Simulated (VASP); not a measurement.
# Sn (I4_1/amd) in VASP: a series of runs

The runs below take Sn through single point, relaxation of cell and atoms, with PBEsol.

Everything below comes from runs of VASP 6.6.1. Logs are shortened: lines on timing, memory, paths and dates and some standing lists are left out, and cuts for length are marked.

## (1) The cell of the first run

The structure is tetragonal, space group I4_1/amd (No. 141). The conventional cell has a = 5.820 Å, b = 5.820 Å, c = 3.174 Å, α = 90.00°, β = 90.00°, γ = 90.00°. Sn (site symmetry -4m2) has 10 Sn at 3.02 to 3.76 Å within 4.0 Å.

## (2) Single point, PBEsol

INCAR

```
SYSTEM = Sn
  PREC = Accurate
  ENCUT = 520
  EDIFF = 1E-6
  ISMEAR = 0
  SIGMA = 0.1
  LREAL = .False.
  LASPH = .True.
  NELM = 100
  ALGO = Fast
  ISIF = 2
  LWAVE = .False.
  LCHARG = .True.
  GGA = PS
  LELF = .True.
  LVHAR = .True.
  NBANDS = 21
```

KPOINTS

```
regular mesh
0
Gamma
  14 14 14
  0 0 0
```

POSCAR

```
Sn
1.0
   -2.9099000282      2.9099000282      1.5869856500
    2.9099000282     -2.9099000282      1.5869856500
    2.9099000282      2.9099000282     -1.5869856500
Sn
2
Direct
    0.7500000000      0.2500000000      0.5000000000
    0.0000000000      0.0000000000      0.0000000000
```

Potentials or basis: VASP PAW PBE potentials, release 64 (Sn_d).

Command:

```
$ cat potpaw_PBE.64/Sn_d/POTCAR > POTCAR
$ mpirun -np 1 vasp_std > vasp.out
```

OUTCAR:

```text
SYSTEM = Sn
   PREC = Accurate
   ENCUT = 520
   EDIFF = 1E-6
   ISMEAR = 0
   LREAL = .False.
   LASPH = .True.
   NELM = 100
   ISIF = 2
   GGA = PS

 ion  position               nearest neighbor table
   1  0.750  0.250  0.500-   2 3.02   2 3.02   2 3.02   2 3.02
   2  0.000  0.000  0.000-   1 3.02   1 3.02   1 3.02   1 3.02

  LATTYP: Found a body centered tetragonal cell.
 ALAT       =     5.8198000564
 C/A-ratio  =     0.5453746296

  Lattice vectors:

 A1 = (  -2.9099000282,   2.9099000282,   1.5869856500)
 A2 = (   2.9099000282,  -2.9099000282,   1.5869856500)
 A3 = (   2.9099000282,   2.9099000282,  -1.5869856500)

Analysis of symmetry for initial positions (statically):
=====================================================================
 Subroutine PRICEL returns:
 Original cell was already a primitive cell.

 Routine SETGRP: Setting up the symmetry group for a
 body centered tetragonal supercell.

 Subroutine GETGRP returns: Found 16 space group operations
 (whereof  8 operations were pure point group operations)
 out of a pool of 16 trial point group operations.

The static configuration has the point symmetry D_2d.
 The point group associated with its full space group is D_4h.

Analysis of symmetry for dynamics (positions and initial velocities):
=====================================================================
 Subroutine PRICEL returns:
 Original cell was already a primitive cell.

 Routine SETGRP: Setting up the symmetry group for a
 body centered tetragonal supercell.

 Subroutine GETGRP returns: Found 16 space group operations
 (whereof  8 operations were pure point group operations)
 out of a pool of 16 trial point group operations.

The dynamic configuration has the point symmetry D_2d.
 The point group associated with its full space group is D_4h.

 Subroutine INISYM returns: Found 16 space group operations
 (whereof  8 operations are pure point group operations),
 and found     1 'primitive' translations

----------------------------------------------------------------------------------------

                                     Primitive cell

  volume of cell :      53.7513

  direct lattice vectors                    reciprocal lattice vectors
    -2.909900028  2.909900028  1.586985650     0.000000000  0.171827209  0.315062710
     2.909900028 -2.909900028  1.586985650     0.171827209  0.000000000  0.315062710
     2.909900028  2.909900028 -1.586985650     0.171827209  0.171827209  0.000000000

  length of vectors
     4.410618982  4.410618982  4.410618982     0.358871984  0.358871984  0.243000369

  position of ions in fractional coordinates (direct lattice)
     0.750000000  0.250000000  0.500000000
     0.000000000  0.000000000  0.000000000

  ion indices of the primitive-cell ions
   primitive index   ion index
                 1           1
                 2           2

----------------------------------------------------------------------------------------

 KPOINTS: regular mesh

Automatic generation of k-mesh.
 Grid dimensions read from file:
 generate k-points for:   14   14   14

 Generating k-lattice:

  Cartesian coordinates                     Fractional coordinates (reciprocal lattice)
     0.000000000  0.012273372  0.022504479     0.071428571 -0.000000000  0.000000000
     0.012273372  0.000000000  0.022504479    -0.000000000  0.071428571  0.000000000
     0.012273372  0.012273372  0.000000000     0.000000000  0.000000000  0.071428571

  Length of vectors
     0.025633713  0.025633713  0.017357169

  Shift w.r.t. Gamma in fractional coordinates (k-lattice)
     0.000000000  0.000000000  0.000000000

 Subroutine IBZKPT returns following result:
 ===========================================

 Found    244 irreducible k-points:

 Following reciprocal coordinates:
            Coordinates               Weight
  0.000000  0.000000  0.000000      1.000000
  0.071429  0.000000 -0.000000      8.000000
  0.142857  0.000000 -0.000000      8.000000
  0.214286  0.000000 -0.000000      8.000000
  0.285714  0.000000  0.000000      8.000000
  0.357143  0.000000 -0.000000      8.000000
[... 16 lines left out ...]
  0.214286  0.142857 -0.000000     16.000000
  0.285714  0.142857 -0.000000     16.000000
 [... further k-points ...]
   k-points           NKPTS =    244   k-points in BZ     NKDIM =    244   number of bands    NBANDS=     21
   number of dos      NEDOS =    301   number of ions     NIONS =      2
   total plane-waves  NPLWV =  46656
   dimension x,y,z NGX =    36 NGY =   36 NGZ =   36
   dimension x,y,z NGXF=    72 NGYF=   72 NGZF=   72
   ions per type =               2
   NGX,Y,Z   is equivalent  to a cutoff of  13.57, 13.57, 13.57 a.u.
   NGXF,Y,Z  is equivalent  to a cutoff of  27.14, 27.14, 27.14 a.u.
 SYSTEM =  Sn
   PREC   = accura    normal or accurate (medium, high low for compatibility)
   ISTART =      0    job   : 0-new  1-cont  2-samecut
   ICHARG =      2    charge: 1-file 2-atom 10-const
   ISPIN  =      1    spin polarized calculation?
   LNONCOLLINEAR =      F non collinear calculations
   LSORBIT =      F    spin-orbit coupling
   LASPH  =      T    aspherical Exc in radial PAW
   ENCUT  =  520.0 eV  38.22 Ry    6.18 a.u.   8.20  8.20  8.20*2*pi/ulx,y,z
   NELM   =    100;   NELMIN=  2; NELMDL= -5     # of ELM steps
   EDIFF  = 0.1E-05   stopping-criterion for ELM
   LREAL  =      F    real-space projection
   EDIFFG = 0.1E-04   stopping-criterion for IOM
   NSW    =      0    number of steps for IOM
   IBRION =     -1    ionic relax: 0-MD 1-quasi-New 2-CG
   NFREE  =      0    steps in history (QN), initial steepest desc. (CG)
   ISIF   =      2    stress and relaxation
   ISYM   =      2    0-nonsym 1-usesym 2-fastsym
   POTIM  = 0.5000    time-step for ionic-motion
   TEBEG  =    0.0;   TEEND  =   0.0 temperature during run
   PSTRESS=    0.0 pullay stress
   NELECT =      28.0000    total number of electrons
   NUPDOWN=      -1.0000    fix difference up-down
   EMIN   =  10.00;   EMAX   =-10.00  energy-range for DOS
   EFERMI =   0.00;   METHOD = LEGACY
   ISMEAR =     0;   SIGMA  =   0.10  broadening in eV -4-tet -1-fermi 0-gaus
   EFERMI_NEDOS =   21; number of points for ismear=-14 and -15
   IALGO  =     68    algorithm
   IMIX   =      4    mixing-type and parameters
     AMIX     =   0.40;   BMIX     =  1.00
     AMIX_MAG =   1.60;   BMIX_MAG =  1.00
  volume/ion in A,a.u.               =      26.88       181.37
  Fermi-wavevector in a.u.,A,eV,Ry     =   1.317239  2.489220 23.607709  1.735118
  Thomas-Fermi vector in A             =   2.447294
   LORBIT       =      0    0 simple, 1 ext, 2 COOP (PROOUT), +10 PAW based schemes
   GGA     = PS    functional components
   LHFCALC =     F    Hartree Fock is set to
   AEXX    =    0.0000 exact exchange contribution
   IVDW    =     0    specifies the selected vdW correction
   LEPSILON=     F    determine dielectric tensor
   LRPA    =     F    only Hartree local field effects (RPA)
 non-spin polarized calculation
 RMM-DIIS sequential band-by-band and
 Gauss-broadening in eV      SIGMA  =   0.10
  energy-cutoff  :      520.00
  volume of cell :       53.75
 maximum number of plane-waves:      1476
 NGX is ok and might be reduce to    36
   NGX = 17   NGY = 17   NGZ = 17

 number of electron      28.0000006 magnetization

 Free energy of the ion-electron system (eV)
  ---------------------------------------------------
  ext. energy  EPLUGINS =         0.00000000
  ---------------------------------------------------
  free energy    TOTEN  =        -8.51816329 eV

  energy without entropy =       -8.51227599  energy(sigma->0) =       -8.51521964

 E-fermi :   7.9182     XC(G=0): -10.4973

 val. band max:        7.9138919215   @ k =  -0.2857   0.2857   0.2143
 cond. band min:       7.9275447073   @ k =   0.2143   0.0714   0.0714
 fundamental gap:      0.0136527858
 Fermi energy:         7.9182395364

 k-point     1 :       0.0000    0.0000    0.0000
  band No.  band energies     occupation
      1     -13.6330      2.00000
      2     -13.5406      2.00000
      3     -13.5026      2.00000
      4     -13.4844      2.00000
      5     -13.3307      2.00000
      6     -13.3307      2.00000
[... 13 lines left out ...]
     20      17.8631      0.00000
     21      18.5223      0.00000

 k-point     2 :       0.0714    0.0000   -0.0000
  band No.  band energies     occupation
      1     -13.6296      2.00000
      2     -13.5300      2.00000
      3     -13.4987      2.00000
      4     -13.4719      2.00000
      5     -13.3387      2.00000
      6     -13.3376      2.00000
[... 13 lines left out ...]
     20      17.5328      0.00000
     21      17.6418      0.00000

 k-point     3 :       0.1429    0.0000   -0.0000
  band No.  band energies     occupation
      1     -13.6196      2.00000
      2     -13.5016      2.00000
      3     -13.4877      2.00000
      4     -13.4408      2.00000
      5     -13.3566      2.00000
      6     -13.3469      2.00000
[... 13 lines left out ...]
     20      16.3760      0.00000
     21      16.5609      0.00000

 k-point     4 :       0.2143    0.0000   -0.0000
  band No.  band energies     occupation
      1     -13.6042      2.00000
      2     -13.4719      2.00000
      3     -13.4668      2.00000
      4     -13.4137      2.00000
      5     -13.3785      2.00000
      6     -13.3425      2.00000
[... 13 lines left out ...]
     20      15.4800      0.00000
     21      16.4231      0.00000

 k-point     5 :       0.2857    0.0000    0.0000
  band No.  band energies     occupation
      1     -13.5869      2.00000
      2     -13.4566      2.00000
      3     -13.4441      2.00000
      4     -13.4164      2.00000
      5     -13.3974      2.00000
      6     -13.3534      2.00000
[... 13 lines left out ...]
     20      14.8499      0.00000
     21      16.9432      0.00000
[... 382 lines left out ...]
     20      18.1587      0.00000
     21      18.4491      0.00000

 k-point    22 :       0.1429    0.1429   -0.0000
  band No.  band energies     occupation
      1     -13.5979      2.00000
      2     -13.4632      2.00000
      3     -13.4431      2.00000
      4     -13.3966      2.00000
      5     -13.3795      2.00000
      6     -13.3683      2.00000
[... 13 lines left out ...]
     20      15.3367      0.00000
     21      15.6489      0.00000

 k-point    23 :       0.2143    0.1429   -0.0000
  band No.  band energies     occupation
      1     -13.5850      2.00000
      2     -13.4531      2.00000
      3     -13.4460      2.00000
      4     -13.4017      2.00000
      5     -13.3952      2.00000
      6     -13.3794      2.00000
[... 13 lines left out ...]
     20      15.1125      0.00000
     21      16.1226      0.00000

 k-point    24 :       0.2857    0.1429   -0.0000
  band No.  band energies     occupation
      1     -13.5740      2.00000
      2     -13.4645      2.00000
      3     -13.4344      2.00000
      4     -13.4252      2.00000
      5     -13.3904      2.00000
      6     -13.3858      2.00000
[... 13 lines left out ...]
     20      15.5182      0.00000
     21      16.9748      0.00000

 [... further k-points ...]

------------------------ aborting loop because EDIFF is reached ----------------------------------------

  FORCE on cell =-STRESS in cart. coord.  units (eV):
  Direction    XX          YY          ZZ          XY          YZ          ZX
  --------------------------------------------------------------------------------------
  -------------------------------------------------------------------------------------
  Total       -0.0175927     -0.0175927     -0.0056490      0.0000000      0.0000000      0.0000000
  in kB       -0.5243882     -0.5243882     -0.1683824      0.0000000      0.0000000      0.0000000
  external PRESSURE =      -0.4057196 kB  Pullay stress =       0.0000000 kB

 VOLUME and BASIS-vectors are now :
 -----------------------------------------------------------------------------
  energy-cutoff  :      520.00
  volume of cell :       53.75
      direct lattice vectors                 reciprocal lattice vectors
    -2.909900028  2.909900028  1.586985650     0.000000000  0.171827209  0.315062710
     2.909900028 -2.909900028  1.586985650     0.171827209  0.000000000  0.315062710
     2.909900028  2.909900028 -1.586985650     0.171827209  0.171827209  0.000000000

 POSITION                                       TOTAL-FORCE (eV/Angst)
 -----------------------------------------------------------------------------------
     -0.00000      2.90990      0.79349        -0.000000      0.000000      0.000000
      0.00000      0.00000      0.00000         0.000000     -0.000000     -0.000000
 -----------------------------------------------------------------------------------
    total drift:                               -0.000000      0.000000     -0.000000

  FREE ENERGIE OF THE ION-ELECTRON SYSTEM (eV)
  ---------------------------------------------------
  free  energy   TOTEN  =        -8.5181632870 eV

  energy  without entropy=       -8.5122759873  energy(sigma->0) =       -8.51521964
```

It took 9.2 min on 1 thread of Intel Xeon 8259CL, shared host; peak memory 0.37 GiB.

Results:

```
Free energy            : -8.5182 eV
Pressure               : 0.0 GPa
Band gap on the k mesh : zero (bands 14 and 15 overlap by 4.09 eV)
```

Caveat: the PAW data sets were made with another functional, which shifts forces and pressure a little; spin-orbit coupling is left out, which moves the levels of the heavy elements.

## (3) Relaxation of cell and atoms, PBEsol

This run uses another cell than the first one, of 27.65 Å³/atom.

INCAR

```
ALGO = Fast
EDIFF = 1E-6
EDIFFG = -0.005
ENCUT = 600
GGA = PS
IBRION = 2
ISIF = 3
ISMEAR = 0
LASPH = T
LCHARG = F
LREAL = F
LWAVE = F
NELM = 60
NSW = 100
PREC = Accurate
SIGMA = 0.1
```

KPOINTS

```
k-points
0
Gamma
  14 14 14
```

POSCAR

```
Sn
1.0
   -2.9401404553      2.9401404553      1.5993019889
    2.9401404553     -2.9401404553      1.5993019889
    2.9401404553      2.9401404553     -1.5993019889
Sn
2
Direct
    0.7500000000      0.2500000000      0.5000000000
    0.0000000000      0.0000000000      0.0000000000
```

Potentials or basis: VASP PAW PBE potentials, release 64 (Sn_d).

Command:

```
$ cat potpaw_PBE.64/Sn_d/POTCAR > POTCAR
$ mpirun -np 1 vasp_std > vasp.out
```

Wall time 30 min (1 thread of Intel Xeon 8259CL, shared host); peak memory 0.41 GiB.

It converged, with:

| Property | Result |
| --- | --- |
| Free energy | -8.5189 eV |
| Relaxed volume | 26.87 Å³/atom |
| Relaxed cell | a = 4.409 Å, b = 4.409 Å, c = 4.409 Å, α = 97.45°, β = 97.45°, γ = 137.77° |
| Space group after relaxing (to 0.1 Å) | I4_1/amd (No. 141) |
| Energy gained by relaxing | 3.7 meV/atom |
| Ionic steps | 7 |
| Pressure after relaxing | 0.0 GPa |
| Band gap on the k mesh | zero (bands 14 and 15 overlap by 4.10 eV) |

The path:
| step | energy change (eV) | largest force (eV/Å) | pressure (GPa) | volume (Å³) |
| --- | --- | --- | --- | --- |
| 1 | 0.0000 | 0.0000 | -1.44 | 55.30 |
| 2 | -0.0069 | 0.0000 | 0.43 | 53.34 |
| 3 | -0.0074 | 0.0000 | 0.01 | 53.73 |
| 4 | -0.0074 | 0.0000 | -0.07 | 53.76 |
| 5 | -0.0075 | 0.0000 | 0.00 | 53.76 |
| 6 | -0.0075 | 0.0000 | 0.03 | 53.74 |
| 7 | -0.0075 | 0.0000 | -0.01 | 53.75 |

Final structure:
```
CELL_PARAMETERS angstrom
-2.90859 2.90859 1.58826
2.90859 -2.90859 1.58826
2.90859 2.90859 -1.58826
ATOMIC_POSITIONS crystal
Sn 0.75000 0.25000 0.50000
Sn 0.00000 0.00000 0.00000
```

Levels at points of the mesh, in eV from the Fermi level:
| k point | band 10 | band 11 | band 12 | band 13 | band 14 | band 15 | band 16 | band 17 | band 18 |
| --- | --- | --- | --- | --- | --- | --- | --- | --- | --- |
| (0.00, 0.00, 0.00) | -21.03 | -11.21 | -3.59 | -1.98 | -1.98 | 2.96 | 6.30 | 6.30 | 6.88 |
| (0.50, 0.00, 0.00) | -21.10 | -6.96 | -5.44 | -2.31 | -1.70 | -1.16 | 2.23 | 2.88 | 4.75 |
| (0.50, 0.50, 0.00) | -21.16 | -8.94 | -8.94 | 0.62 | 0.62 | 1.61 | 1.61 | 6.02 | 6.02 |
| (0.50, 0.50, 0.50) | -21.23 | -7.56 | -7.56 | -4.86 | -4.86 | 5.03 | 5.03 | 9.52 | 9.52 |

Caveat: the PAW data sets were made with another functional, which shifts forces and pressure a little; spin-orbit coupling is left out, which moves the levels of the heavy elements.
